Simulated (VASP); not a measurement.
# CoSi (rocksalt type) (Fm-3m) in VASP: notebook

Runs on CoSi (rocksalt type). Level: PBEsol. Tasks: relaxation of cell and atoms.

All numbers are computed with VASP 6.6.1; they aren't measurements. Logs are shortened: lines on timing, memory, paths and dates and some standing lists are left out, and cuts for length are marked.

### 1 The cell of the first run

Symmetry: Fm-3m, No. 225, cubic system. The conventional cell has a = 3.877 Å, b = 3.877 Å, c = 3.877 Å, α = 90.00°, β = 90.00°, γ = 90.00°. Within 2.6 Å of Co (site symmetry m-3m) lie 6 Si at 1.94 Å. Within 2.6 Å of Si (site symmetry m-3m) lie 6 Co at 1.94 Å.

### 2 Relaxation of cell and atoms, PBEsol, collinear spin, ferromagnetic start, target pressure 270 GPa, at which the enthalpy is minimised

Contents of INCAR:

```
PREC = Accurate
ENCUT = 600
EDIFF = 1E-7
ISMEAR = -1
SIGMA = 0.08
LREAL = False
LASPH = True
NELM = 150
ALGO = Normal
ISIF = 3
LWAVE = False
LCHARG = False
ISPIN = 2
MAGMOM = 1.7 0
LORBIT = 11
LMAXMIX = 4
GGA = PS
IBRION = 2
NSW = 60
EDIFFG = -0.005
PSTRESS = 2700.0
```

Contents of KPOINTS:

```
Automatic mesh
0
Gamma
  17 17 17
```

Contents of POSCAR:

```
CoSi
1.0
    0.0000000000      1.9386689629      1.9386689629
    1.9386689629      0.0000000000      1.9386689629
    1.9386689629      1.9386689629      0.0000000000
Co Si
1 1
Direct
    0.0000000000      0.0000000000      0.0000000000
    0.5000000000      0.5000000000      0.5000000000
```

Potentials or basis: VASP PAW PBE potentials, release 64 (Co, Si).

Command:

```bash
$ cat potpaw_PBE.64/Co/POTCAR potpaw_PBE.64/Si/POTCAR > POTCAR
$ mpirun -np 1 vasp_std > vasp.out
```

OUTCAR:

```text
PREC = Accurate
   ENCUT = 600
   EDIFF = 1E-7
   ISMEAR = -1
   LREAL = False
   LASPH = True
   NELM = 150
   ISIF = 3
   ISPIN = 2
   LORBIT = 11
   GGA = PS
   IBRION = 2
   NSW = 60
   EDIFFG = -0.005
   PSTRESS = 2700.0

 ion  position               nearest neighbor table
   1  0.000  0.000  0.000-   2 1.94   2 1.94   2 1.94   2 1.94   2 1.94   2 1.94
   2  0.500  0.500  0.500-   1 1.94   1 1.94   1 1.94   1 1.94   1 1.94   1 1.94

  LATTYP: Found a face centered cubic cell.
 ALAT       =     3.8773379258

  Lattice vectors:

 A1 = (   0.0000000000,   1.9386689629,   1.9386689629)
 A2 = (   1.9386689629,   0.0000000000,   1.9386689629)
 A3 = (   1.9386689629,   1.9386689629,   0.0000000000)

Analysis of symmetry for initial positions (statically):
=====================================================================
 Subroutine PRICEL returns:
 Original cell was already a primitive cell.

 Routine SETGRP: Setting up the symmetry group for a
 face centered cubic supercell.

 Subroutine GETGRP returns: Found 48 space group operations
 (whereof 48 operations were pure point group operations)
 out of a pool of 48 trial point group operations.

The static configuration has the point symmetry O_h .

Analysis of symmetry for dynamics (positions and initial velocities):
=====================================================================
 Subroutine PRICEL returns:
 Original cell was already a primitive cell.

 Routine SETGRP: Setting up the symmetry group for a
 face centered cubic supercell.

 Subroutine GETGRP returns: Found 48 space group operations
 (whereof 48 operations were pure point group operations)
 out of a pool of 48 trial point group operations.

The dynamic configuration has the point symmetry O_h .

Analysis of structural, dynamic, and magnetic symmetry:
=====================================================================
 Subroutine PRICEL returns:
 Original cell was already a primitive cell.

 Routine SETGRP: Setting up the symmetry group for a
 face centered cubic supercell.

 Subroutine GETGRP returns: Found 48 space group operations
 (whereof 48 operations were pure point group operations)
 out of a pool of 48 trial point group operations.

The overall configuration has the point symmetry O_h .

 Subroutine INISYM returns: Found 48 space group operations
 (whereof 48 operations are pure point group operations),
 and found     1 'primitive' translations

----------------------------------------------------------------------------------------

                                     Primitive cell

  volume of cell :      14.5727

  direct lattice vectors                    reciprocal lattice vectors
     0.000000000  1.938668963  1.938668963    -0.257908910  0.257908910  0.257908910
     1.938668963  0.000000000  1.938668963     0.257908910 -0.257908910  0.257908910
     1.938668963  1.938668963  0.000000000     0.257908910  0.257908910 -0.257908910

  length of vectors
     2.741691940  2.741691940  2.741691940     0.446711337  0.446711337  0.446711337

  position of ions in fractional coordinates (direct lattice)
     0.000000000  0.000000000  0.000000000
     0.500000000  0.500000000  0.500000000

  ion indices of the primitive-cell ions
   primitive index   ion index
                 1           1
                 2           2

----------------------------------------------------------------------------------------

 KPOINTS: Automatic mesh

Automatic generation of k-mesh.
 Grid dimensions read from file:
 generate k-points for:   17   17   17

 Generating k-lattice:

  Cartesian coordinates                     Fractional coordinates (reciprocal lattice)
    -0.015171112  0.015171112  0.015171112     0.058823529  0.000000000  0.000000000
     0.015171112 -0.015171112  0.015171112     0.000000000  0.058823529  0.000000000
     0.015171112  0.015171112 -0.015171112     0.000000000  0.000000000  0.058823529

  Length of vectors
     0.026277137  0.026277137  0.026277137

  Shift w.r.t. Gamma in fractional coordinates (k-lattice)
     0.000000000  0.000000000  0.000000000

 Subroutine IBZKPT returns following result:
 ===========================================

 Found    165 irreducible k-points:

 Following reciprocal coordinates:
            Coordinates               Weight
  0.000000  0.000000  0.000000      1.000000
  0.058824  0.000000  0.000000      8.000000
  0.117647  0.000000  0.000000      8.000000
  0.176471  0.000000  0.000000      8.000000
  0.235294  0.000000  0.000000      8.000000
  0.294118  0.000000  0.000000      8.000000
[... 16 lines left out ...]
 -0.176471  0.058824  0.000000     24.000000
 -0.117647  0.058824  0.000000     24.000000
 [... further k-points ...]
   k-points           NKPTS =    165   k-points in BZ     NKDIM =    165   number of bands    NBANDS=     11
   number of dos      NEDOS =    301   number of ions     NIONS =      2
   total plane-waves  NPLWV =  13824
   dimension x,y,z NGX =    24 NGY =   24 NGZ =   24
   dimension x,y,z NGXF=    48 NGYF=   48 NGZF=   48
   ions per type =               1   1
   NGX,Y,Z   is equivalent  to a cutoff of  14.55, 14.55, 14.55 a.u.
   NGXF,Y,Z  is equivalent  to a cutoff of  29.11, 29.11, 29.11 a.u.
 SYSTEM =  unknown system
   PREC   = accura    normal or accurate (medium, high low for compatibility)
   ISTART =      0    job   : 0-new  1-cont  2-samecut
   ICHARG =      2    charge: 1-file 2-atom 10-const
   ISPIN  =      2    spin polarized calculation?
   LNONCOLLINEAR =      F non collinear calculations
   LSORBIT =      F    spin-orbit coupling
   LASPH  =      T    aspherical Exc in radial PAW
   ENCUT  =  600.0 eV  44.10 Ry    6.64 a.u.   5.48  5.48  5.48*2*pi/ulx,y,z
   NELM   =    150;   NELMIN=  2; NELMDL= -5     # of ELM steps
   EDIFF  = 0.1E-06   stopping-criterion for ELM
   LREAL  =      F    real-space projection
   EDIFFG = -.5E-02   stopping-criterion for IOM
   NSW    =     60    number of steps for IOM
   IBRION =      2    ionic relax: 0-MD 1-quasi-New 2-CG
   NFREE  =      1    steps in history (QN), initial steepest desc. (CG)
   ISIF   =      3    stress and relaxation
   ISYM   =      2    0-nonsym 1-usesym 2-fastsym
   POTIM  = 0.5000    time-step for ionic-motion
   TEBEG  =    0.0;   TEEND  =   0.0 temperature during run
   PSTRESS= 2700.0 pullay stress
   NELECT =      13.0000    total number of electrons
   NUPDOWN=      -1.0000    fix difference up-down
   EMIN   =  10.00;   EMAX   =-10.00  energy-range for DOS
   EFERMI =   0.00;   METHOD = LEGACY
   ISMEAR =    -1;   SIGMA  =   0.08  broadening in eV -4-tet -1-fermi 0-gaus
   EFERMI_NEDOS =   21; number of points for ismear=-14 and -15
   IALGO  =     38    algorithm
   IMIX   =      4    mixing-type and parameters
     AMIX     =   0.40;   BMIX     =  1.00
     AMIX_MAG =   1.60;   BMIX_MAG =  1.00
  volume/ion in A,a.u.               =       7.29        49.17
  Fermi-wavevector in a.u.,A,eV,Ry     =   1.575949  2.978113 33.791658  2.483617
  Thomas-Fermi vector in A             =   2.676856
   LORBIT       =     11    0 simple, 1 ext, 2 COOP (PROOUT), +10 PAW based schemes
   GGA     = PS    functional components
   LHFCALC =     F    Hartree Fock is set to
   AEXX    =    0.0000 exact exchange contribution
   IVDW    =     0    specifies the selected vdW correction
   LEPSILON=     F    determine dielectric tensor
   LRPA    =     F    only Hartree local field effects (RPA)
 conjugate gradient relaxation of ions
 spin polarized calculation
  energy-cutoff  :      600.00
  volume of cell :       14.57
 maximum number of plane-waves:       531
 NGX is ok and might be reduce to    24
   NGX = 11   NGY = 11   NGZ = 11

--------------------------------------- Ionic step        1  -------------------------------------------

 number of electron      13.0000000 magnetization      -0.0002562

 number of electron      13.0000000 magnetization       0.0000817

 Free energy of the ion-electron system (eV)
  ---------------------------------------------------
  ext. energy  EPLUGINS =         0.00000000
  ---------------------------------------------------
  free energy    TOTEN  =        -7.89401707 eV

  energy without entropy =       -7.87960314  energy(sigma->0) =       -7.88681011

------------------------ aborting loop because EDIFF is reached ----------------------------------------

  FORCE on cell =-STRESS in cart. coord.  units (eV):
  Direction    XX          YY          ZZ          XY          YZ          ZX
  --------------------------------------------------------------------------------------
  -------------------------------------------------------------------------------------
  Total       25.6258466     25.6258466     25.6258466      0.0000000     -0.0000000      0.0000000
  in kB     2817.3956220   2817.3956220   2817.3956220      0.0000000     -0.0000000      0.0000000
  external PRESSURE =     117.3956220 kB  Pullay stress =    2700.0000000 kB
[... 105 lines left out ...]
--------------------------------------- Ionic step        4  -------------------------------------------

 number of electron      13.0000002 magnetization       0.0000001

 number of electron      13.0000002 magnetization      -0.0000000

 Free energy of the ion-electron system (eV)
  ---------------------------------------------------
  ext. energy  EPLUGINS =         0.00000000
  ---------------------------------------------------
  free energy    TOTEN  =        -8.16078919 eV

  energy without entropy =       -8.14618536  energy(sigma->0) =       -8.15348727

 E-fermi :  19.6823     XC(G=0): -15.0009

 val. band max:       19.6532056934   @ k =  -0.2353   0.4118   0.1765
 cond. band min:      19.6830372942   @ k =  -0.4118   0.4706   0.1176
 fundamental gap:      0.0298316008
 Fermi energy:        19.6822789716

 spin component 1

 k-point     1 :       0.0000    0.0000    0.0000
  band No.  band energies     occupation
      1       2.2576      1.00000
      2      14.6706      1.00000
      3      14.6706      1.00000
      4      14.6706      1.00000
      5      15.1933      1.00000
      6      15.1933      1.00000
      7      27.3318      0.00000
      8      27.3318      0.00000
      9      27.3318      0.00000
     10      31.5779      0.00000
     11      33.2867      0.00000
[... 309 lines left out ...]
 k-point    24 :      -0.1176    0.0588    0.0000
  band No.  band energies     occupation
      1       2.9347      1.00000
      2      14.1107      1.00000
      3      14.6269      1.00000
      4      14.7639      1.00000
      5      15.0510      1.00000
      6      15.3992      1.00000
      7      25.4176      0.00000
      8      26.6702      0.00000
      9      28.3661      0.00000
     10      30.5250      0.00000
     11      33.1890      0.00000

 [... further k-points ...]

 spin component 2

 k-point     1 :       0.0000    0.0000    0.0000
  band No.  band energies     occupation
      1       2.2576      1.00000
      2      14.6706      1.00000
      3      14.6706      1.00000
      4      14.6706      1.00000
      5      15.1933      1.00000
      6      15.1933      1.00000
      7      27.3318      0.00000
      8      27.3318      0.00000
      9      27.3318      0.00000
     10      31.5779      0.00000
     11      33.2867      0.00000
[... 351 lines left out ...]
  FREE ENERGIE OF THE ION-ELECTRON SYSTEM (eV)
  ---------------------------------------------------
  free  energy   TOTEN  =        -8.1607891856 eV

  energy  without entropy=       -8.1461853587  energy(sigma->0) =       -8.15348727

  enthalpy is  TOTEN    =        16.6584218036 eV   P V=       24.8192109892

 reached required accuracy - stopping structural energy minimisation

 total charge

# of ion       s       p       d       tot
------------------------------------------
    1        0.793   0.990   8.432  10.215
    2        0.875   1.273   0.000   2.148
--------------------------------------------------
tot          1.668   2.263   8.432  12.363

 magnetization (x)

# of ion       s       p       d       tot
------------------------------------------
    1        0.000  -0.000  -0.000  -0.000
    2        0.000  -0.000   0.000   0.000
--------------------------------------------------
tot          0.000  -0.000  -0.000   0.000
```

It took 3.2 min on 1 thread of Intel Xeon 8259CL, shared host; peak memory 0.21 GiB.

What came out:

| Item | Value |
| --- | --- |
| Free energy | -8.1608 eV |
| Relaxed volume | 7.36 Å³/atom |
| Relaxed cell | a = 2.751 Å, b = 2.751 Å, c = 2.751 Å, α = 60.00°, β = 60.00°, γ = 60.00° |
| Space group after relaxing (to 0.1 Å) | Fm-3m (No. 225) |
| Energy change on relaxing (the run minimises the enthalpy) | -133.4 meV/atom |
| Ionic steps | 4 |
| Pressure after relaxing | 270.0 GPa |
| Net moment | 0.00 μB per cell |
| Valence electrons inside the program's atomic spheres | Co 10.21; Si 2.15 |

Step by step:
```tsv
step	energy change (eV)	largest force (eV/Å)	pressure (GPa)	volume (Å³)
1	0.0000	0.0000	281.74	14.57
2	-1.7404	0.0000	204.99	15.73
3	-0.2757	0.0000	269.60	14.73
4	-0.2668	0.0000	270.00	14.73
```

Final structure:
```yaml
crystal:
  lattice:
    - [0.00000, 1.94552, 1.94552]
    - [1.94552, 0.00000, 1.94552]
    - [1.94552, 1.94552, 0.00000]
  atoms:
    - { symbol: Co, position: [0.00000, 0.00000, 0.00000] }
    - { symbol: Si, position: [0.50000, 0.50000, 0.50000] }
```

Caveat: the cell is relaxed towards a set pressure, so the run minimises the enthalpy, not the energy; the moments typed at the start vanished in this run; the PAW data sets were made with another functional, which shifts forces and pressure a little.

### 3 Relaxation of cell and atoms, PBEsol, collinear spin, ferromagnetic start

This run uses another cell than the first one, of 12.05 Å³/atom.

Contents of INCAR:

```
PREC = Accurate
ENCUT = 600
EDIFF = 1E-7
ISMEAR = -1
SIGMA = 0.08
LREAL = F
LASPH = T
NELM = 150
ALGO = Normal
ISIF = 3
LWAVE = F
LCHARG = F
ISPIN = 2
MAGMOM = 1.7 0
LORBIT = 11
LMAXMIX = 4
GGA = PS
IBRION = 2
NSW = 60
EDIFFG = -0.005
```

Contents of KPOINTS:

```
Automatic mesh
0
Gamma
  15 15 15
```

Contents of POSCAR:

```
CoSi
1.0
    0.0000000000      2.2923918786      2.2923918786
    2.2923918786      0.0000000000      2.2923918786
    2.2923918786      2.2923918786      0.0000000000
Co Si
1 1
Direct
    0.0000000000      0.0000000000      0.0000000000
    0.5000000000      0.5000000000      0.5000000000
```

Potentials or basis: VASP PAW PBE potentials, release 64 (Co, Si).

Command:

```bash
$ cat potpaw_PBE.64/Co/POTCAR potpaw_PBE.64/Si/POTCAR > POTCAR
$ mpirun -np 1 vasp_std > vasp.out
```

OUTCAR:

```text
PREC = Accurate
   ENCUT = 600
   EDIFF = 1E-7
   ISMEAR = -1
   LREAL = F
   LASPH = T
   NELM = 150
   ISIF = 3
   ISPIN = 2
   LORBIT = 11
   GGA = PS
   IBRION = 2
   NSW = 60
   EDIFFG = -0.005

 ion  position               nearest neighbor table
   1  0.000  0.000  0.000-   2 2.29   2 2.29   2 2.29   2 2.29   2 2.29   2 2.29
   2  0.500  0.500  0.500-   1 2.29   1 2.29   1 2.29   1 2.29   1 2.29   1 2.29

  LATTYP: Found a face centered cubic cell.
 ALAT       =     4.5847837572

  Lattice vectors:

 A1 = (   0.0000000000,   2.2923918786,   2.2923918786)
 A2 = (   2.2923918786,   0.0000000000,   2.2923918786)
 A3 = (   2.2923918786,   2.2923918786,   0.0000000000)

Analysis of symmetry for initial positions (statically):
[... 958 lines left out ...]
  ---------------------------------------------------
  free energy    TOTEN  =       -13.44917622 eV

  energy without entropy =      -13.41834587  energy(sigma->0) =      -13.43376105

 E-fermi :  10.1702     XC(G=0): -12.3079

 val. band max:       10.1674142499   @ k =  -0.3333   0.2667   0.0000
 cond. band min:      10.1870979512   @ k =   0.4667   0.2000   0.0667
 fundamental gap:      0.0196837013
 Fermi energy:        10.1701805733

 spin component 1

 k-point     1 :       0.0000    0.0000    0.0000
  band No.  band energies     occupation
      1      -2.2656      1.00000
      2       8.1489      1.00000
      3       8.1489      1.00000
      4       8.1489      1.00000
      5       8.2266      1.00000
      6       8.2266      1.00000
      7      14.7330      0.00000
      8      14.7330      0.00000
      9      14.7330      0.00000
     10      21.0791      0.00000
     11      21.0791      0.00000
[... 691 lines left out ...]
  FREE ENERGIE OF THE ION-ELECTRON SYSTEM (eV)
  ---------------------------------------------------
  free  energy   TOTEN  =       -13.4491762239 eV

  energy  without entropy=      -13.4183458720  energy(sigma->0) =      -13.43376105

 reached required accuracy - stopping structural energy minimisation

 total charge

# of ion       s       p       d       tot
------------------------------------------
    1        0.492   0.463   7.616   8.572
    2        0.784   0.864   0.000   1.648
--------------------------------------------------
tot          1.276   1.328   7.616  10.220

 magnetization (x)

# of ion       s       p       d       tot
------------------------------------------
    1       -0.000   0.000   0.000   0.000
    2       -0.000  -0.000   0.000  -0.000
--------------------------------------------------
tot         -0.000  -0.000   0.000  -0.000
```

OSZICAR:

```text
N       E                     dE             d eps       ncg     rms          rms(c)
DAV:   1     0.499156908187E+02    0.49916E+02   -0.62173E+03  5280   0.135E+03
DAV:   2    -0.124913381280E+02   -0.62407E+02   -0.58700E+02  5416   0.223E+02
[... 29 lines left out ...]
DAV:   4    -0.134493799479E+02    0.10779E-02   -0.99792E-03  5355   0.772E-01    0.141E-01
DAV:   5    -0.134491807465E+02    0.19920E-03   -0.87736E-04  7528   0.406E-01    0.440E-02
DAV:   6    -0.134491777819E+02    0.29646E-05   -0.67780E-05  7661   0.710E-02    0.977E-03
DAV:   7    -0.134491765733E+02    0.12085E-05   -0.30996E-06  7902   0.204E-02    0.475E-03
DAV:   8    -0.134491762027E+02    0.37066E-06   -0.82828E-07  6264   0.827E-03    0.152E-03
DAV:   9    -0.134491762239E+02   -0.21158E-07   -0.48450E-08  2843   0.191E-03
   3 F= -.13449176E+02 E0= -.13433761E+02  d E =-.417867E-02  mag=    -0.0000
```

Run time: 5.2 min. Hardware: 1 thread of Intel Xeon 8259CL, shared host; peak memory 0.23 GiB.

Results:

```yaml
Free_energy: -13.4492 eV
Relaxed_volume: 12.26 Å³/atom
Relaxed_cell: a = 3.261 Å, b = 3.261 Å, c = 3.261 Å, α = 60.00°, β = 60.00°, γ = 60.00°
Space_group_after_relaxing_to_0.1_Å: Fm-3m (No. 225)
Energy_gained_by_relaxing: 2.1 meV/atom
Ionic_steps: 3
Pressure_after_relaxing: 0.0 GPa
Net_moment: 0.00 μB per cell
Valence_electrons_inside_the_program's_atomic_spheres: Co 8.57; Si 1.65
```

Step by step:
| step | energy change (eV) | largest force (eV/Å) | pressure (GPa) | volume (Å³) |
| --- | --- | --- | --- | --- |
| 1 | 0.0000 | 0.0000 | 3.21 | 24.09 |
| 2 | -0.0001 | 0.0000 | -2.96 | 24.95 |
| 3 | -0.0042 | 0.0000 | -0.01 | 24.52 |

Final structure:
```cif
data_structure
_symmetry_space_group_name_H-M 'P 1'
_symmetry_Int_Tables_number 1
_cell_length_a 3.2608
_cell_length_b 3.2608
_cell_length_c 3.2608
_cell_angle_alpha 60.000
_cell_angle_beta 60.000
_cell_angle_gamma 60.000
_cell_volume 24.52
loop_
_atom_site_label
_atom_site_type_symbol
_atom_site_fract_x
_atom_site_fract_y
_atom_site_fract_z
_atom_site_occupancy
Co1 Co 0.00000 0.00000 0.00000 1
Si1 Si 0.50000 0.50000 0.50000 1
```

Levels at points of the mesh, in eV from the Fermi level:
Spin up:
```csv
k point,band 3,band 4,band 5,band 6,band 7,band 8,band 9,band 10
"(0.00, 0.00, 0.00)",-2.02,-2.02,-1.94,-1.94,4.56,4.56,4.56,10.91
```
Spin down:
| k point | band 4 | band 5 | band 6 | band 7 | band 8 | band 9 |
| --- | --- | --- | --- | --- | --- | --- |
| (0.00, 0.00, 0.00) | -2.02 | -1.94 | -1.94 | 4.56 | 4.56 | 4.56 |

Caveat: the moments typed at the start vanished in this run; the PAW data sets were made with another functional, which shifts forces and pressure a little.
